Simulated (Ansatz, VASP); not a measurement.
Two plane-wave programs on BiRu

POSCAR

```
BiRu
1.0
    0.0000000000      3.0230893931      3.0230893931
    3.0230893931      0.0000000000      3.0230893931
    3.0230893931      3.0230893931      0.0000000000
Ru Bi
1 1
Direct
    0.0000000000      0.0000000000      0.0000000000
    0.2500000000      0.2500000000      0.2500000000
```

INCAR.step1

```
  PREC = Accurate
  ENCUT = 520
  ISMEAR = 0
  SIGMA = 0.05
  LREAL = False
  LASPH = True
  NELM = 150
  LMAXMIX = 4
  LDAU = True
  LDAUTYPE = 2
  LDAUL = 2 -1
  LDAUU = 8 0
  LDAUJ = 0 0
  NBANDS = 22
  GGA = PE
  ALGO = Normal
  EDIFF = 1E-4
  LWAVE = True
  LCHARG = False
```

File INCAR.step2:

```
  PREC = Accurate
  ENCUT = 520
  EDIFF = 1E-6
  ISMEAR = 0
  SIGMA = 0.05
  LREAL = False
  LASPH = True
  NELM = 150
  ALGO = Normal
  ISIF = 2
  LWAVE = False
  LCHARG = False
  LMAXMIX = 4
  LDAU = True
  LDAUTYPE = 2
  LDAUL = 2 -1
  LDAUU = 8 0
  LDAUJ = 0 0
  LDAUPRINT = 1
  METAGGA = R2SCAN
  LMIXTAU = True
  NBANDS = 22
  ISTART = 1
```

File KPOINTS:

```
regular mesh
0
Gamma
  10 10 10
```

Input for Ansatz:

```yaml
crystal:
  lattice:
    - [0.0, 3.0230893931, 3.0230893931]
    - [3.0230893931, 0.0, 3.0230893931]
    - [3.0230893931, 3.0230893931, 0.0]
  atoms:
    - { symbol: Ru, position: [0.0, 0.0, 0.0] }
    - { symbol: Bi, position: [0.25, 0.25, 0.25] }
basis:
  ecutwfc: 500
  ecutrho_ratio: 4
kpoints:
  mp_grid: { grid: [10, 10, 10] }
hamiltonian:
  xc: r2scan
  hubbard: { sites: [{ species: Ru, l: d, u_eff: 8.0 }], double_counting: fll }
scf:
  occupations: { method: gaussian, width: 0.05 }
output:
  forces: true
  stress: true
  write_density: true
  write_potential: true
  elf: true
  volumetric_format: npy
```

Alike in both runs: task single point; functional r2SCAN; k mesh 10 × 10 × 10; occupations gaussian, width 0.05 eV; no spin polarisation; Hubbard terms Ru d U = 8.0 eV.

```csv
,VASP,Ansatz
version,VASP 6.6.1,Ansatz 0.2.0
potentials or method,"VASP PAW PBE potentials, release 64 (Ru_pv, Bi_d), cutoff 520 eV","scalar-relativistic, plane waves, PAW"
valence electrons in the cell,29,31
```

VASP gave:

```
gap on the k mesh at the Fermi level (eV) : none
pressure (GPa)                            : 2.1
```

Question: Estimate Ansatz's values.

Answer: gap on the k mesh at the Fermi level (eV): none; pressure (GPa): -1.7.

VASP's potentials were made for PBE, not for r2SCAN. The programs project onto different local orbitals, so the same U acts differently, and such runs can settle in different states. A gap of «none» marks a metal or a gap that the smearing closes. VASP's potentials hold 29 valence electrons a cell and Ansatz's 31, so a difference there can come from the potentials and not from the codes. Ansatz's warnings: filled band counts differ across k points.

Neither program's run includes spin-orbit coupling.
